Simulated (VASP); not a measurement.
# BP: single point with PBE

Crystal: BP.

```
B P
1.0
     0.00000    2.26832    2.26832
     2.26832    0.00000    2.26832
     2.26832    2.26832    0.00000
B P
1 1
Direct
  0.00000 0.00000 0.00000
  0.25000 0.25000 0.25000
```

```yaml
Program: VASP 6.6.1
Task: single point
Functional: PBE
Potentials_or_basis: VASP PAW PBE potentials, release 64 (B, P)
Cutoff: 520 eV
k_mesh: 6 × 6 × 6
Occupations: gaussian, width 0.01 eV
Spin: no spin polarisation
```

```
Pressure               : 1.2 GPa
Band gap on the k mesh : 1.33 eV, indirect (least direct gap 3.40 eV)
```

Levels at points of the mesh, in eV from the valence-band top:
```
           k point  band 2  band 3  band 4  band 5  band 6  band 7
(0.00, 0.00, 0.00)    0.00    0.00    0.00    3.40    3.40    3.40
(0.50, 0.00, 0.00)   -9.04   -1.76   -1.76    3.79    4.71    4.71
(0.50, 0.50, 0.00)   -8.59   -4.12   -4.12    1.33    1.66   12.13
```

Run time: 2.1 s on 1 thread of Intel(R) Xeon(R) 6975P-C (Granite Rapids), with other jobs on the host, peak memory 0.12 GiB.

A k mesh can miss the band edges.
